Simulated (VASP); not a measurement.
# HgTe (Fm-3m) in VASP: further runs

The runs below take HgTe through single point, with LDA, RPBE, revPBE.

Program: VASP 6.6.1. These are calculated values, not measurements. Logs are shortened: lines on timing, memory, paths and dates and some standing lists are left out, and cuts for length are marked.

## (1) The cell of the first run

Symmetry: Fm-3m, No. 225, cubic system. Conventional cell: a = 6.360 Å, b = 6.360 Å, c = 6.360 Å, α = 90.00°, β = 90.00°, γ = 90.00°. Within 4.2 Å of Hg (site symmetry m-3m) lie 6 Te at 3.18 Å. Te (site symmetry m-3m) has 6 Hg at 3.18 Å within 4.2 Å.

## (2) Single point, LDA

Input file INCAR:

```
  PREC = Accurate
  ENCUT = 520
  EDIFF = 1E-6
  ISMEAR = 0
  SIGMA = 0.1
  LREAL = F
  LASPH = T
  NELM = 60
  ALGO = Normal
  ISIF = 2
  LWAVE = F
  LCHARG = F
  GGA = CA
  NBANDS = 16
```

Input file KPOINTS:

```
regular mesh
0
Gamma
  7 7 7
```

Input file POSCAR:

```
HgTe
1.0
    0.0000000000      3.1800000000      3.1800000000
    3.1800000000      0.0000000000      3.1800000000
    3.1800000000      3.1800000000      0.0000000000
Hg Te
1 1
Direct
    0.0000000000      0.0000000000      0.0000000000
    0.5000000000      0.5000000000      0.5000000000
```

Potentials or basis: VASP PAW LDA potentials, release 64 (Hg, Te).

Command:

```sh
$ cat potpaw_LDA.64/Hg/POTCAR potpaw_LDA.64/Te/POTCAR > POTCAR
$ mpirun -np 1 vasp_std > vasp.out
```

OUTCAR:

```text
PREC = Accurate
   ENCUT = 520
   EDIFF = 1E-6
   ISMEAR = 0
   LREAL = F
   LASPH = T
   NELM = 60
   ISIF = 2
   GGA = CA

 ion  position               nearest neighbor table
   1  0.000  0.000  0.000-   2 3.18   2 3.18   2 3.18   2 3.18   2 3.18   2 3.18
   2  0.500  0.500  0.500-   1 3.18   1 3.18   1 3.18   1 3.18   1 3.18   1 3.18

  LATTYP: Found a face centered cubic cell.
 ALAT       =     6.3600000000

  Lattice vectors:

 A1 = (   0.0000000000,   3.1800000000,   3.1800000000)
 A2 = (   3.1800000000,   0.0000000000,   3.1800000000)
 A3 = (   3.1800000000,   3.1800000000,   0.0000000000)

Analysis of symmetry for initial positions (statically):
=====================================================================
 Subroutine PRICEL returns:
 Original cell was already a primitive cell.

 Routine SETGRP: Setting up the symmetry group for a
 face centered cubic supercell.

 Subroutine GETGRP returns: Found 48 space group operations
 (whereof 48 operations were pure point group operations)
 out of a pool of 48 trial point group operations.

The static configuration has the point symmetry O_h .

Analysis of symmetry for dynamics (positions and initial velocities):
=====================================================================
 Subroutine PRICEL returns:
 Original cell was already a primitive cell.

 Routine SETGRP: Setting up the symmetry group for a
 face centered cubic supercell.

 Subroutine GETGRP returns: Found 48 space group operations
 (whereof 48 operations were pure point group operations)
 out of a pool of 48 trial point group operations.

The dynamic configuration has the point symmetry O_h .

 Subroutine INISYM returns: Found 48 space group operations
 (whereof 48 operations are pure point group operations),
 and found     1 'primitive' translations

----------------------------------------------------------------------------------------

                                     Primitive cell

  volume of cell :      64.3149

  direct lattice vectors                    reciprocal lattice vectors
     0.000000000  3.180000000  3.180000000    -0.157232704  0.157232704  0.157232704
     3.180000000  0.000000000  3.180000000     0.157232704 -0.157232704  0.157232704
     3.180000000  3.180000000  0.000000000     0.157232704  0.157232704 -0.157232704

  length of vectors
     4.497199128  4.497199128  4.497199128     0.272335033  0.272335033  0.272335033

  position of ions in fractional coordinates (direct lattice)
     0.000000000  0.000000000  0.000000000
     0.500000000  0.500000000  0.500000000

  ion indices of the primitive-cell ions
   primitive index   ion index
                 1           1
                 2           2

----------------------------------------------------------------------------------------

 KPOINTS: regular mesh

Automatic generation of k-mesh.
 Grid dimensions read from file:
 generate k-points for:    7    7    7

 Generating k-lattice:

  Cartesian coordinates                     Fractional coordinates (reciprocal lattice)
    -0.022461815  0.022461815  0.022461815     0.142857143  0.000000000  0.000000000
     0.022461815 -0.022461815  0.022461815     0.000000000  0.142857143  0.000000000
     0.022461815  0.022461815 -0.022461815     0.000000000  0.000000000  0.142857143

  Length of vectors
     0.038905005  0.038905005  0.038905005

  Shift w.r.t. Gamma in fractional coordinates (k-lattice)
     0.000000000  0.000000000  0.000000000

 Subroutine IBZKPT returns following result:
 ===========================================

 Found     20 irreducible k-points:

 Following reciprocal coordinates:
            Coordinates               Weight
  0.000000  0.000000  0.000000      1.000000
  0.142857  0.000000  0.000000      8.000000
  0.285714  0.000000  0.000000      8.000000
  0.428571  0.000000  0.000000      8.000000
  0.142857  0.142857  0.000000      6.000000
  0.285714  0.142857  0.000000     24.000000
[... 12 lines left out ...]
 -0.428571  0.428571  0.142857     24.000000
 -0.285714  0.428571  0.142857     24.000000
   k-points           NKPTS =     20   k-points in BZ     NKDIM =     20   number of bands    NBANDS=     16
   number of dos      NEDOS =    301   number of ions     NIONS =      2
   total plane-waves  NPLWV =  46656
   dimension x,y,z NGX =    36 NGY =   36 NGZ =   36
   dimension x,y,z NGXF=    72 NGYF=   72 NGZF=   72
   ions per type =               1   1
   NGX,Y,Z   is equivalent  to a cutoff of  13.31, 13.31, 13.31 a.u.
   NGXF,Y,Z  is equivalent  to a cutoff of  26.62, 26.62, 26.62 a.u.
 SYSTEM =  unknown system
   PREC   = accura    normal or accurate (medium, high low for compatibility)
   ISTART =      0    job   : 0-new  1-cont  2-samecut
   ICHARG =      2    charge: 1-file 2-atom 10-const
   ISPIN  =      1    spin polarized calculation?
   LNONCOLLINEAR =      F non collinear calculations
   LSORBIT =      F    spin-orbit coupling
   LASPH  =      T    aspherical Exc in radial PAW
   ENCUT  =  520.0 eV  38.22 Ry    6.18 a.u.   8.36  8.36  8.36*2*pi/ulx,y,z
   NELM   =     60;   NELMIN=  2; NELMDL= -5     # of ELM steps
   EDIFF  = 0.1E-05   stopping-criterion for ELM
   LREAL  =      F    real-space projection
   EDIFFG = 0.1E-04   stopping-criterion for IOM
   NSW    =      0    number of steps for IOM
   IBRION =     -1    ionic relax: 0-MD 1-quasi-New 2-CG
   NFREE  =      0    steps in history (QN), initial steepest desc. (CG)
   ISIF   =      2    stress and relaxation
   ISYM   =      2    0-nonsym 1-usesym 2-fastsym
   POTIM  = 0.5000    time-step for ionic-motion
   TEBEG  =    0.0;   TEEND  =   0.0 temperature during run
   PSTRESS=    0.0 pullay stress
   NELECT =      18.0000    total number of electrons
   NUPDOWN=      -1.0000    fix difference up-down
   EMIN   =  10.00;   EMAX   =-10.00  energy-range for DOS
   EFERMI =   0.00;   METHOD = LEGACY
   ISMEAR =     0;   SIGMA  =   0.10  broadening in eV -4-tet -1-fermi 0-gaus
   EFERMI_NEDOS =   21; number of points for ismear=-14 and -15
   IALGO  =     38    algorithm
   IMIX   =      4    mixing-type and parameters
     AMIX     =   0.40;   BMIX     =  1.00
     AMIX_MAG =   1.60;   BMIX_MAG =  1.00
  volume/ion in A,a.u.               =      32.16       217.01
  Fermi-wavevector in a.u.,A,eV,Ry     =   1.070850  2.023613 15.602062  1.146719
  Thomas-Fermi vector in A             =   2.206572
   LORBIT       =      0    0 simple, 1 ext, 2 COOP (PROOUT), +10 PAW based schemes
   GGA     = CA    functional components
   LHFCALC =     F    Hartree Fock is set to
   AEXX    =    0.0000 exact exchange contribution
   IVDW    =     0    specifies the selected vdW correction
   LEPSILON=     F    determine dielectric tensor
   LRPA    =     F    only Hartree local field effects (RPA)
 non-spin polarized calculation
 Gauss-broadening in eV      SIGMA  =   0.10
  energy-cutoff  :      520.00
  volume of cell :       64.31
 maximum number of plane-waves:      1759
 NGX is ok and might be reduce to    36
   NGX = 17   NGY = 17   NGZ = 17

 number of electron      17.9999998 magnetization

 Free energy of the ion-electron system (eV)
  ---------------------------------------------------
  ext. energy  EPLUGINS =         0.00000000
  ---------------------------------------------------
  free energy    TOTEN  =        -4.59102125 eV

  energy without entropy =       -4.58671685  energy(sigma->0) =       -4.58886905

 E-fermi :   2.9225     XC(G=0):  -9.5735

 val. band max:        2.9039921804   @ k =  -0.1429   0.1429   0.0000
 cond. band min:       3.0145193757   @ k =   0.4286   0.0000   0.0000
 fundamental gap:      0.1105271953
 Fermi energy:         2.9225167909

 k-point     1 :       0.0000    0.0000    0.0000
  band No.  band energies     occupation
      1      -8.4068      2.00000
      2      -3.3933      2.00000
      3      -3.3933      2.00000
      4      -3.3385      2.00000
      5      -3.3385      2.00000
      6      -3.3385      2.00000
[... 8 lines left out ...]
     15      10.4219      0.00000
     16      10.4219      0.00000

 k-point     2 :       0.1429    0.0000    0.0000
  band No.  band energies     occupation
      1      -8.2724      2.00000
      2      -3.4380      2.00000
      3      -3.4380      2.00000
      4      -3.3531      2.00000
      5      -3.3196      2.00000
      6      -3.3196      2.00000
[... 8 lines left out ...]
     15      10.8896      0.00000
     16      10.8896      0.00000

 k-point     3 :       0.2857    0.0000    0.0000
  band No.  band energies     occupation
      1      -7.9267      2.00000
      2      -3.5413      2.00000
      3      -3.5413      2.00000
      4      -3.4208      2.00000
      5      -3.2689      2.00000
      6      -3.2689      2.00000
[... 8 lines left out ...]
     15      11.8111      0.00000
     16      11.8111      0.00000

 k-point     4 :       0.4286    0.0000    0.0000
  band No.  band energies     occupation
      1      -7.5839      2.00000
      2      -3.6211      2.00000
      3      -3.6211      2.00000
      4      -3.5656      2.00000
      5      -3.2266      2.00000
      6      -3.2266      2.00000
[... 8 lines left out ...]
     15      13.1143      0.00000
     16      13.1143      0.00000
[... 248 lines left out ...]
 k-point    18 :      -0.4286    0.2857    0.1429
  band No.  band energies     occupation
      1      -7.5551      2.00000
      2      -3.5617      2.00000
      3      -3.4349      2.00000
      4      -3.3785      2.00000
      5      -3.2092      2.00000
      6      -3.1667      2.00000
[... 8 lines left out ...]
     15      12.6940      0.00000
     16      13.9768      0.00000

 k-point    19 :      -0.4286    0.4286    0.1429
  band No.  band energies     occupation
      1      -7.5822      2.00000
      2      -3.4464      2.00000
      3      -3.4001      2.00000
      4      -3.2634      2.00000
      5      -3.1787      2.00000
      6      -2.9984      2.00000
[... 8 lines left out ...]
     15      13.6994      0.00000
     16      15.1385      0.00000

 k-point    20 :      -0.2857    0.4286    0.1429
  band No.  band energies     occupation
      1      -7.5251      2.00000
      2      -3.5315      2.00000
      3      -3.3754      2.00000
      4      -3.3098      2.00000
      5      -3.1782      2.00000
      6      -2.9782      2.00000
[... 8 lines left out ...]
     15      12.8417      0.00000
     16      14.9557      0.00000

------------------------ aborting loop because EDIFF is reached ----------------------------------------

  FORCE on cell =-STRESS in cart. coord.  units (eV):
  Direction    XX          YY          ZZ          XY          YZ          ZX
  --------------------------------------------------------------------------------------
  -------------------------------------------------------------------------------------
  Total       -3.0958976     -3.0958976     -3.0958976     -0.0000000      0.0000000     -0.0000000
  in kB      -77.1233361    -77.1233361    -77.1233361     -0.0000000      0.0000000     -0.0000000
  external PRESSURE =     -77.1233361 kB  Pullay stress =       0.0000000 kB

 VOLUME and BASIS-vectors are now :
 -----------------------------------------------------------------------------
  energy-cutoff  :      520.00
  volume of cell :       64.31
      direct lattice vectors                 reciprocal lattice vectors
     0.000000000  3.180000000  3.180000000    -0.157232704  0.157232704  0.157232704
     3.180000000  0.000000000  3.180000000     0.157232704 -0.157232704  0.157232704
     3.180000000  3.180000000  0.000000000     0.157232704  0.157232704 -0.157232704

 POSITION                                       TOTAL-FORCE (eV/Angst)
 -----------------------------------------------------------------------------------
      0.00000      0.00000      0.00000         0.000000      0.000000      0.000000
      3.18000      3.18000      3.18000        -0.000000      0.000000     -0.000000
 -----------------------------------------------------------------------------------
    total drift:                               -0.000000      0.000000      0.000000

  FREE ENERGIE OF THE ION-ELECTRON SYSTEM (eV)
  ---------------------------------------------------
  free  energy   TOTEN  =        -4.5910212461 eV

  energy  without entropy=       -4.5867168519  energy(sigma->0) =       -4.58886905
```

Wall time 7.1 s (1 thread of Intel Xeon 6975P-C (Granite Rapids), shared host); peak memory 0.17 GiB.

What came out:

| Property | Result |
| --- | --- |
| Free energy | -4.5910 eV |
| Pressure | -7.7 GPa |
| Band gap on the k mesh | zero (band 9 reaches 3.07 eV, above the bottom of band 10 at 1.14 eV) |

Caveat: spin-orbit coupling is left out, which moves the levels of the heavy elements.

## (3) Single point, RPBE

This run uses another cell than the first one, of 30.18 Å³/atom, 0.939 times its volume.

Input file INCAR:

```
ALGO = Normal ; EDIFF = 1E-6
ENCUT = 520 ; GGA = RP
ISIF = 2 ; ISMEAR = -1
LASPH = True ; LCHARG = True
LELF = True ; LREAL = False
LVHAR = True ; LWAVE = False
NBANDS = 16 ; NELM = 100
PREC = Accurate ; SIGMA = 0.05
```

Input file KPOINTS:

```
k-points
0
Gamma
  7 7 7
```

Input file POSCAR:

```
HgTe
1.0
    0.0000000000      3.1134605515      3.1134605515
    3.1134605515      0.0000000000      3.1134605515
    3.1134605515      3.1134605515      0.0000000000
Hg Te
1 1
Direct
    0.0000000000      0.0000000000      0.0000000000
    0.5000000000      0.5000000000      0.5000000000
```

Potentials or basis: VASP PAW PBE potentials, release 64 (Hg, Te).

Command:

```sh
$ cat potpaw_PBE.64/Hg/POTCAR potpaw_PBE.64/Te/POTCAR > POTCAR
$ mpirun -np 1 vasp_std > vasp.out
```

Wall time 13 s (1 thread of AMD EPYC 9R45 (Zen 5), shared host); peak memory 0.18 GiB.

Results (log left out):

| Item | Value |
| --- | --- |
| Free energy | -2.5611 eV |
| Pressure | 0.1 GPa |
| Band gap on the k mesh | zero (band 9 reaches 4.04 eV, above the bottom of band 10 at 1.88 eV) |

Levels at points of the mesh, in eV from the Fermi level:
```
           k point  band 7  band 8  band 9  band 10  band 11  band 12
(0.00, 0.00, 0.00)   -1.16   -0.66   -0.66    -0.66     7.58     7.58
```

Caveat: the PAW data sets were made with another functional, which shifts forces and pressure a little; spin-orbit coupling is left out, which moves the levels of the heavy elements.

## (4) Single point, revPBE

This run uses another cell than the first one, of 29.80 Å³/atom, 0.927 times its volume.

Input file INCAR:

```
SYSTEM = HgTe
PREC     = Accurate       ! precision mode
ENCUT    = 520            ! plane-wave cutoff, eV
EDIFF    = 1E-6           ! SCF threshold, eV
ISMEAR   = -1             ! smearing method
SIGMA    = 0.05           ! smearing width, eV
LREAL    = .FALSE.        ! projectors in reciprocal space
LASPH    = .TRUE.         ! aspherical terms in the spheres
NELM     = 60             ! most SCF steps
ALGO     = Normal         ! electronic algorithm
ISIF     = 2              ! what is computed and relaxed
LWAVE    = .FALSE.        ! write WAVECAR
LCHARG   = .FALSE.        ! write CHGCAR
GGA      = RE             ! functional
NBANDS   = 16             ! bands
```

Input file KPOINTS:

```
regular mesh
0
G
  7 7 7
  0 0 0
```

Input file POSCAR:

```
HgTe
1.0
    0.0000000000      3.1002647044      3.1002647044
    3.1002647044      0.0000000000      3.1002647044
    3.1002647044      3.1002647044      0.0000000000
Hg Te
1 1
Direct
    0.0000000000      0.0000000000      0.0000000000
    0.5000000000      0.5000000000      0.5000000000
```

Command:

```sh
$ cat potpaw_PBE.64/Hg/POTCAR potpaw_PBE.64/Te/POTCAR > POTCAR
$ mpirun -np 1 vasp_std > vasp.out
```

Run time: 11 s. Hardware: 1 thread of AMD EPYC 9R45 (Zen 5), shared host; peak memory 0.18 GiB.

Results (log left out):

```yaml
Free_energy: -2.6593 eV
Pressure: 0.1 GPa
Band_gap_on_the_k_mesh: zero (band 9 reaches 4.16 eV, above the bottom of band 10 at 1.94 eV)
```

Levels at points of the mesh, in eV from the Fermi level:
```
           k point  band 6  band 7  band 8  band 9  band 10  band 11  band 12  band 13
(0.00, 0.00, 0.00)   -6.53   -1.14   -0.68   -0.68    -0.68     7.57     7.57     7.57
```

Caveat: the PAW data sets were made with another functional, which shifts forces and pressure a little; spin-orbit coupling is left out, which moves the levels of the heavy elements.

## (5) Summary

| level | potentials or basis | cell | smearing | gap on the mesh (eV) | pressure (GPa) |
| --- | --- | --- | --- | --- | --- |
| LDA | VASP PAW LDA potentials, release 64 (Hg, Te) | a = 4.497 Å, angles 60.0°, 2 atoms | gaussian 0.1 eV | none | -7.7 |
| RPBE | VASP PAW PBE potentials, release 64 (Hg, Te) | a = 4.403 Å, angles 60.0°, 2 atoms | fermi-dirac 0.05 eV | none | 0.1 |
| revPBE | VASP PAW PBE potentials, release 64 (Hg, Te) | a = 4.384 Å, angles 60.0°, 2 atoms | fermi-dirac 0.05 eV | none | 0.1 |

Alike in all rows: task single point; no spin polarisation; k mesh 7 × 7 × 7; cutoff (eV) 520.

Caveats: spin-orbit coupling is left out, which moves the levels of the heavy elements; the PAW data sets were made with another functional, which shifts forces and pressure a little (some runs).

Absolute energies hang on the potentials; compare differences alone.
